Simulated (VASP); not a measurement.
# Si (P6/mmm) in VASP: a series of runs

Runs on Si. Level: PBE. Tasks: single point, relaxation of cell and atoms.

All numbers are computed with VASP 6.6.1; they aren't measurements. Logs are shortened: lines on timing, memory, paths and dates and some standing lists are left out, and cuts for length are marked.

**1. The cell of the first run**

It takes space group P6/mmm (No. 191, hexagonal). Conventional cell: a = 4.279 Å, b = 4.279 Å, c = 2.506 Å, α = 90.00°, β = 90.00°, γ = 120.00°. Within 3.3 Å of Si (site symmetry 6/mmm) lie 14 Si at 2.51 to 2.77 Å. Si (site symmetry -6m2) has 11 Si at 2.47 to 2.77 Å within 3.3 Å.

This isn't the form of Si at room conditions, which is diamond.

**2. Single point, PBE**

The input, INCAR:

```
SYSTEM = Si
ALGO = Normal ; EDIFF = 1E-6
ENCUT = 520 ; GGA = PE
ISIF = 2 ; ISMEAR = -1
LASPH = .True. ; LCHARG = .False.
LREAL = .False. ; LWAVE = .False.
NBANDS = 13 ; NELM = 80
PREC = Accurate ; SIGMA = 0.08
```

The input, KPOINTS:

```
k-points
0
Gamma
  9 9 12
  0 0 0
```

The input, POSCAR:

```
Si
1.0
    4.2790224695      0.0000000000      0.0000000000
   -2.1395112348      3.7057421620      0.0000000000
    0.0000000000      0.0000000000      2.5058959184
Si
3
Direct
    0.0000000000      0.0000000000      0.0000000000
    0.3333333333      0.6666666667      0.5000000000
    0.6666666667      0.3333333333      0.5000000000
```

Potentials or basis: VASP PAW PBE potentials, release 64 (Si).

Run with:

```console
$ cat potpaw_PBE.64/Si/POTCAR > POTCAR
$ mpirun -np 1 vasp_std > vasp.out
```

OUTCAR:

```text
SYSTEM = Si
   EDIFF = 1E-6
   ENCUT = 520
   GGA = PE
   ISIF = 2
   ISMEAR = -1
   LASPH = .True.
   LREAL = .False.
   NELM = 80
   PREC = Accurate

 ion  position               nearest neighbor table
   1  0.000  0.000  0.000-   2 2.77   3 2.77   2 2.77   3 2.77   3 2.77   3 2.77   2 2.77   2 2.77
                             3 2.77   3 2.77   2 2.77   2 2.77
   2  0.333  0.667  0.500-   3 2.47   3 2.47   3 2.47   1 2.77   1 2.77   1 2.77   1 2.77   1 2.77
                             1 2.77
   3  0.667  0.333  0.500-   2 2.47   2 2.47   2 2.47   1 2.77   1 2.77   1 2.77   1 2.77   1 2.77
                             1 2.77

  LATTYP: Found a hexagonal cell.
 ALAT       =     4.2790224695
 C/A-ratio  =     0.5856234540

  Lattice vectors:

 A1 = (   4.2790224695,   0.0000000000,   0.0000000000)
 A2 = (  -2.1395112348,   3.7057421620,   0.0000000000)
 A3 = (   0.0000000000,   0.0000000000,   2.5058959184)

Analysis of symmetry for initial positions (statically):
=====================================================================
 Subroutine PRICEL returns:
 Original cell was already a primitive cell.

 Routine SETGRP: Setting up the symmetry group for a
 hexagonal supercell.

 Subroutine GETGRP returns: Found 24 space group operations
 (whereof 24 operations were pure point group operations)
 out of a pool of 24 trial point group operations.

The static configuration has the point symmetry D_6h.

Analysis of symmetry for dynamics (positions and initial velocities):
=====================================================================
 Subroutine PRICEL returns:
 Original cell was already a primitive cell.

 Routine SETGRP: Setting up the symmetry group for a
 hexagonal supercell.

 Subroutine GETGRP returns: Found 24 space group operations
 (whereof 24 operations were pure point group operations)
 out of a pool of 24 trial point group operations.

The dynamic configuration has the point symmetry D_6h.

 Subroutine INISYM returns: Found 24 space group operations
 (whereof 24 operations are pure point group operations),
 and found     1 'primitive' translations

----------------------------------------------------------------------------------------

                                     Primitive cell

  volume of cell :      39.7359

  direct lattice vectors                    reciprocal lattice vectors
     4.279022470  0.000000000  0.000000000     0.233698235  0.134925739  0.000000000
    -2.139511235  3.705742162  0.000000000     0.000000000  0.269851478  0.000000000
     0.000000000  0.000000000  2.505895918     0.000000000  0.000000000  0.399058873

  length of vectors
     4.279022470  4.279022470  2.505895918     0.269851478  0.269851478  0.399058873

  position of ions in fractional coordinates (direct lattice)
[... 91 lines left out ...]
   PSTRESS=    0.0 pullay stress
   NELECT =      12.0000    total number of electrons
   NUPDOWN=      -1.0000    fix difference up-down
   EMIN   =  10.00;   EMAX   =-10.00  energy-range for DOS
   EFERMI =   0.00;   METHOD = LEGACY
   ISMEAR =    -1;   SIGMA  =   0.08  broadening in eV -4-tet -1-fermi 0-gaus
   EFERMI_NEDOS =   21; number of points for ismear=-14 and -15
   IALGO  =     38    algorithm
   IMIX   =      4    mixing-type and parameters
     AMIX     =   0.40;   BMIX     =  1.00
     AMIX_MAG =   1.60;   BMIX_MAG =  1.00
  volume/ion in A,a.u.               =      13.25        89.38
  Fermi-wavevector in a.u.,A,eV,Ry     =   1.098351  2.075582 16.413715  1.206374
  Thomas-Fermi vector in A             =   2.234727
   LORBIT       =      0    0 simple, 1 ext, 2 COOP (PROOUT), +10 PAW based schemes
   GGA     = PE    functional components
   LHFCALC =     F    Hartree Fock is set to
   AEXX    =    0.0000 exact exchange contribution
   IVDW    =     0    specifies the selected vdW correction
   LEPSILON=     F    determine dielectric tensor
   LRPA    =     F    only Hartree local field effects (RPA)
 non-spin polarized calculation
  energy-cutoff  :      520.00
  volume of cell :       39.74
 maximum number of plane-waves:      1092
 NGX is ok and might be reduce to    32
   NGX = 15   NGY = 15   NGZ =  9

 number of electron      12.0000001 magnetization

 Free energy of the ion-electron system (eV)
  ---------------------------------------------------
  ext. energy  EPLUGINS =         0.00000000
  ---------------------------------------------------
  free energy    TOTEN  =       -14.62983447 eV

  energy without entropy =      -14.60357027  energy(sigma->0) =      -14.61670237

 E-fermi :  11.2580     XC(G=0): -11.5458

 val. band max:       11.2542450138   @ k =   0.2222   0.2222   0.4167
 cond. band min:      11.2715142289   @ k =   0.3333   0.0000   0.4167
 fundamental gap:      0.0172692152
 Fermi energy:        11.2580287591

 k-point     1 :       0.0000    0.0000    0.0000
  band No.  band energies     occupation
      1      -3.9239      2.00000
      2       6.1671      2.00000
      3       6.3665      2.00000
      4       6.4284      2.00000
      5       6.4284      2.00000
      6       6.5109      2.00000
      7       6.5109      2.00000
      8      17.3940      0.00000
      9      18.6764      0.00000
     10      23.4886      0.00000
     11      23.4886      0.00000
     12      24.1198      0.00000
     13      24.7204      0.00000
[... 354 lines left out ...]
  band No.  band energies     occupation
      1      -0.3349      2.00000
      2      -0.2303      2.00000
      3      -0.2303      2.00000
      4       9.7010      2.00000
      5       9.9439      2.00000
      6       9.9439      2.00000
      7      17.0428      0.00000
      8      17.0428      0.00000
      9      17.6896      0.00000
     10      18.9356      0.00000
     11      19.0684      0.00000
     12      19.0684      0.00000
     13      20.5424      0.00000

 [... further k-points ...]
[... 5 lines left out ...]
  --------------------------------------------------------------------------------------
  -------------------------------------------------------------------------------------
  Total        3.2122650      3.2122650      3.2058300     -0.0000000      0.0000000      0.0000000
  in kB      129.5206916    129.5206917    129.2612285     -0.0000000      0.0000000      0.0000000
  external PRESSURE =     129.4342039 kB  Pullay stress =       0.0000000 kB

 VOLUME and BASIS-vectors are now :
 -----------------------------------------------------------------------------
  energy-cutoff  :      520.00
  volume of cell :       39.74
      direct lattice vectors                 reciprocal lattice vectors
     4.279022470  0.000000000  0.000000000     0.233698235  0.134925739  0.000000000
    -2.139511235  3.705742162  0.000000000     0.000000000  0.269851478  0.000000000
     0.000000000  0.000000000  2.505895918     0.000000000  0.000000000  0.399058873

 POSITION                                       TOTAL-FORCE (eV/Angst)
 -----------------------------------------------------------------------------------
      0.00000      0.00000      0.00000         0.000000     -0.000000      0.000000
     -0.00000      2.47049      1.25295        -0.000000     -0.000000     -0.000000
      2.13951      1.23525      1.25295         0.000000      0.000000      0.000000
 -----------------------------------------------------------------------------------
    total drift:                               -0.000000      0.000000      0.000000

  FREE ENERGIE OF THE ION-ELECTRON SYSTEM (eV)
  ---------------------------------------------------
  free  energy   TOTEN  =       -14.6298344711 eV

  energy  without entropy=      -14.6035702672  energy(sigma->0) =      -14.61670237
```

Wall time 19 s (1 thread of Intel Xeon 8259CL, shared host); peak memory 0.16 GiB.

Results:

```
Free energy            : -14.6298 eV
Pressure               : 12.9 GPa
Band gap on the k mesh : zero (bands 6 and 7 overlap by 7.85 eV)
```

Caveat: the cell stands under pressure.

**3. Single point, PBE**

The input, INCAR:

```
SYSTEM = Si
ALGO = Normal
EDIFF = 1E-6
ENCUT = 520
GGA = PE
ISIF = 2
ISMEAR = -1
LASPH = .True.
LCHARG = .False.
LREAL = .False.
LWAVE = .False.
NBANDS = 13
NELM = 80
PREC = Accurate
SIGMA = 0.08
```

KPOINTS is that of step 2.

The input, POSCAR:

```
Si
1.0
    4.2794752517      0.0000000000      0.0000000000
   -2.1397376259      3.7061342828      0.0000000000
    0.0000000000      0.0000000000      2.5059569671
Si
3
Direct
    0.0000000000      0.0000000000      0.0000000000
    0.3333333333      0.6666666667      0.5000000000
    0.6666666667      0.3333333333      0.5000000000
```

Potentials or basis: VASP PAW PBE potentials, release 64 (Si).

Run with:

```console
$ cat potpaw_PBE.64/Si/POTCAR > POTCAR
$ mpirun -np 1 vasp_std > vasp.out
```

It took 20 s on 1 thread of Intel Xeon 8259CL, shared host; peak memory 0.17 GiB.

The run converged. Its results:

- Free energy: -14.6306 eV
- Pressure: 12.9 GPa
- Band gap on the k mesh: zero (bands 6 and 7 overlap by 7.84 eV)

Levels at points of the mesh, in eV from the Fermi level:
| k point | band 3 | band 4 | band 5 | band 6 | band 7 | band 8 | band 9 | band 10 |
| --- | --- | --- | --- | --- | --- | --- | --- | --- |
| (0.00, 0.00, 0.00) | -4.89 | -4.83 | -4.83 | -4.75 | -4.75 | 6.14 | 7.42 | 12.23 |
| (0.00, 0.00, 0.50) | -0.76 | -0.76 | -0.68 | -0.31 | 0.68 | 0.68 | 0.78 | 0.78 |

Caveat: the cell stands under pressure.

**4. Relaxation of cell and atoms, PBE, target pressure 13 GPa, at which the enthalpy is minimised**

This run uses another cell than the first one, of 12.84 Å³/atom.

The input, INCAR:

```
SYSTEM = Si
ALGO = Normal
EDIFF = 1E-6
EDIFFG = -0.005
ENCUT = 600
GGA = PE
IBRION = 2
ISIF = 3
ISMEAR = -1
LASPH = .True.
LCHARG = .False.
LREAL = .False.
LWAVE = .False.
NELM = 100
NSW = 60
PREC = Accurate
PSTRESS = 130.0
SIGMA = 0.08
```

KPOINTS is that of step 3.

The input, POSCAR:

```
Si
1.0
    4.1551648494      0.0000000000      0.0000000000
   -2.0775824247      3.5984783165      0.0000000000
    0.0000000000      0.0000000000      2.5762022066
Si
3
Direct
    0.0000000000      0.0000000000      0.0000000000
    0.3333333333      0.6666666667      0.5000000000
    0.6666666667      0.3333333333      0.5000000000
```

Run with:

```console
$ cat potpaw_PBE.64/Si/POTCAR > POTCAR
$ mpirun -np 1 vasp_std > vasp.out
```

Wall time 3.6 min (1 thread of Intel Xeon 8259CL, shared host); peak memory 0.19 GiB.

The run converged. Its results:

```
Free energy                                                : -14.6293 eV
Relaxed volume                                             : 13.24 Å³/atom
Relaxed cell                                               : a = 4.279 Å, b = 4.279 Å, c = 2.505 Å, α = 90.00°, β = 90.00°, γ = 120.00°
Space group after relaxing (to 0.1 Å)                      : P6/mmm (No. 191)
Energy change on relaxing (the run minimises the enthalpy) : -55.9 meV/atom
Ionic steps                                                : 10
Pressure after relaxing                                    : 13.0 GPa
Band gap on the k mesh                                     : zero (bands 6 and 7 overlap by 7.85 eV)
```

Step by step:
```
step  energy change (eV)  largest force (eV/Å)  pressure (GPa)  volume (Å³)
   1              0.0000                0.0000           17.68        38.52
   2             -0.2188                0.0000            9.70        40.63
   3             -0.2022                0.0000           10.39        40.42
   4             -0.1893                0.0000           11.97        40.05
   5             -0.1992                0.0000           11.53        40.15
   6             -0.2005                0.0000           11.46        40.16
   7             -0.1476                0.0000           13.84        39.49
   8             -0.1668                0.0000           13.03        39.72
   9             -0.1675                0.0000           13.00        39.73
  10             -0.1677                0.0000           12.98        39.73
```

Final structure:
```xyz
3
Lattice="4.2790 0.0000 0.0000 -2.1395 3.7058 0.0000 0.0000 0.0000 2.5054" Properties=species:S:1:pos:R:3 pbc="T T T"
Si    0.0000    0.0000    0.0000
Si    0.0000    2.4705    1.2527
Si    2.1395    1.2353    1.2527
```

Levels at points of the mesh, in eV from the Fermi level:
```tsv
k point	band 3	band 4	band 5	band 6	band 7	band 8	band 9	band 10
(0.00, 0.00, 0.00)	-4.89	-4.83	-4.83	-4.75	-4.75	6.14	7.42	12.23
(0.00, 0.00, 0.50)	-0.76	-0.76	-0.68	-0.31	0.68	0.68	0.78	0.78
```

Caveat: the cell is relaxed towards a set pressure, so the run minimises the enthalpy, not the energy.

**5. Relaxation of cell and atoms, PBE, target pressure 13 GPa, at which the enthalpy is minimised**

Edit INCAR of step 4 so:

```diff
@@ -13,4 +13,4 @@
 LWAVE = .False.
-NELM = 100
-NSW = 60
+NELM = 60
+NSW = 32
 PREC = Accurate
```

KPOINTS is that of step 4.

The input, POSCAR:

```
Si
1.0
    4.2790224696      0.0000000000      0.0000000000
   -2.1395112348      3.7057421620      0.0000000000
    0.0000000000      0.0000000000      2.5058959184
Si
3
Direct
    0.0000000000      0.0000000000      0.0000000000
    0.3333333333      0.6666666667      0.5000000000
    0.6666666667      0.3333333333      0.5000000000
```

Potentials or basis: VASP PAW PBE potentials, release 64 (Si).

Run with:

```console
$ cat potpaw_PBE.64/Si/POTCAR > POTCAR
$ mpirun -np 1 vasp_std > vasp.out
```

OUTCAR:

```text
SYSTEM = Si
   EDIFF = 1E-6
   EDIFFG = -0.005
   ENCUT = 600
   GGA = PE
   IBRION = 2
   ISIF = 3
   ISMEAR = -1
   LASPH = .True.
   LREAL = .False.
   NELM = 60
   NSW = 32
   PREC = Accurate
   PSTRESS = 130.0

 ion  position               nearest neighbor table
   1  0.000  0.000  0.000-   2 2.77   3 2.77   2 2.77   3 2.77   2 2.77   2 2.77   3 2.77   3 2.77
                             3 2.77   3 2.77   2 2.77   2 2.77
   2  0.333  0.667  0.500-   3 2.47   3 2.47   3 2.47   1 2.77   1 2.77   1 2.77   1 2.77   1 2.77
                             1 2.77
   3  0.667  0.333  0.500-   2 2.47   2 2.47   2 2.47   1 2.77   1 2.77   1 2.77   1 2.77   1 2.77
                             1 2.77

  LATTYP: Found a hexagonal cell.
 ALAT       =     4.2790224696
 C/A-ratio  =     0.5856234540

  Lattice vectors:

 A1 = (   4.2790224696,   0.0000000000,   0.0000000000)
 A2 = (  -2.1395112348,   3.7057421620,   0.0000000000)
 A3 = (   0.0000000000,   0.0000000000,   2.5058959184)

Analysis of symmetry for initial positions (statically):
=====================================================================
 Subroutine PRICEL returns:
 Original cell was already a primitive cell.

 Routine SETGRP: Setting up the symmetry group for a
 hexagonal supercell.

[... 181 lines left out ...]
      4       6.4283      2.00000
      5       6.4283      2.00000
      6       6.5107      2.00000
      7       6.5107      2.00000
      8      17.3938      0.00000
      9      18.6765      0.00000
     10      23.4883      0.00000
[... 287 lines left out ...]
 k-point    24 :       0.3333    0.3333    0.0833
  band No.  band energies     occupation
      1      -0.3351      2.00000
      2      -0.2304      2.00000
      3      -0.2304      2.00000
      4       9.7009      2.00000
      5       9.9438      2.00000
      6       9.9438      2.00000
      7      17.0428      0.00000
      8      17.0428      0.00000
      9      17.6894      0.00000
     10      18.9366      0.00000

 [... further k-points ...]
[... 5 lines left out ...]
  --------------------------------------------------------------------------------------
  -------------------------------------------------------------------------------------
  Total        3.2156399      3.2156399      3.2115930      0.0000000      0.0000000      0.0000000
  in kB      129.6567707    129.6567707    129.4935959      0.0000000      0.0000000      0.0000000
  external PRESSURE =      -0.3976209 kB  Pullay stress =     130.0000000 kB

 VOLUME and BASIS-vectors are now :
 -----------------------------------------------------------------------------
  energy-cutoff  :      600.00
  volume of cell :       39.74
      direct lattice vectors                 reciprocal lattice vectors
     4.279022470  0.000000000  0.000000000     0.233698235  0.134925739  0.000000000
    -2.139511235  3.705742162  0.000000000     0.000000000  0.269851478  0.000000000
     0.000000000  0.000000000  2.505895918     0.000000000  0.000000000  0.399058873

 POSITION                                       TOTAL-FORCE (eV/Angst)
 -----------------------------------------------------------------------------------
      0.00000      0.00000      0.00000        -0.000000      0.000000      0.000000
     -0.00000      2.47049      1.25295        -0.000000      0.000000      0.000000
      2.13951      1.23525      1.25295         0.000000      0.000000      0.000000
 -----------------------------------------------------------------------------------
    total drift:                               -0.000000     -0.000000     -0.000000

  FREE ENERGIE OF THE ION-ELECTRON SYSTEM (eV)
  ---------------------------------------------------
  free  energy   TOTEN  =       -14.6299964294 eV

  energy  without entropy=      -14.6037317828  energy(sigma->0) =      -14.61686411

  enthalpy is  TOTEN    =       -11.4058440114 eV   P V=        3.2241524180

 reached required accuracy - stopping structural energy minimisation
```

CONTCAR:

```text
Si
   1.00000000000000
     4.2790224696000001    0.0000000000000000    0.0000000000000000
    -2.1395112348000001    3.7057421620000000    0.0000000000000000
     0.0000000000000000    0.0000000000000000    2.5058959183999998
  Si
     3
Direct
     0.0000000000000000    0.0000000000000000    0.0000000000000000
     0.3333333332999970    0.6666666667000030    0.5000000000000000
     0.6666666667000030    0.3333333332999970    0.5000000000000000

  0.00000000E+00  0.00000000E+00  0.00000000E+00
  0.00000000E+00  0.00000000E+00  0.00000000E+00
  0.00000000E+00  0.00000000E+00  0.00000000E+00
```

It took 36 s on 1 thread of Intel Xeon 8259CL, shared host; peak memory 0.17 GiB.

What came out:

| Item | Value |
| --- | --- |
| Free energy | -14.6300 eV |
| Pressure after relaxing | 13.0 GPa |
| Band gap on the k mesh | zero (bands 6 and 7 overlap by 7.85 eV) |

Final structure:
```yaml
crystal:
  lattice:
    - [4.27902, 0.00000, 0.00000]
    - [-2.13951, 3.70574, 0.00000]
    - [0.00000, 0.00000, 2.50590]
  atoms:
    - { symbol: Si, position: [0.00000, 0.00000, 0.00000] }
    - { symbol: Si, position: [0.33333, 0.66667, 0.50000] }
    - { symbol: Si, position: [0.66667, 0.33333, 0.50000] }
```

Caveat: the relaxation stopped at its first step, so nothing moved; the cell is relaxed towards a set pressure, so the run minimises the enthalpy, not the energy.

**6. The runs side by side**

| task | cell | cutoff (eV) | gap on the mesh (eV) | pressure (GPa) |
| --- | --- | --- | --- | --- |
| single point | a = 4.279, b = 4.279, c = 2.506 Å, angles 90.0, 90.0, 120.0°, 3 atoms | 520 | none | 12.9 |
| relaxation of cell and atoms | relaxed to 13 GPa from a = 4.155, b = 4.155, c = 2.576 Å, angles 90.0, 90.0, 120.0°, 3 atoms | 600 | none | 13.0 |
| relaxation of cell and atoms | relaxed to 13 GPa from a = 4.279, b = 4.279, c = 2.506 Å, angles 90.0, 90.0, 120.0°, 3 atoms | 600 | none | 13.0 |

Alike in all rows: level PBE; potentials or basis VASP PAW PBE potentials, release 64 (Si); no spin polarisation; k mesh 9 × 9 × 12; smearing fermi-dirac 0.08 eV.

Caveats: the cell is relaxed towards a set pressure, so the run minimises the enthalpy, not the energy (at least some runs); the cell stands under pressure (at least some runs); the relaxation stopped at its first step, so nothing moved (at least some runs).

Total energies depend on the potentials used, so only differences within one code and one set of settings carry meaning.
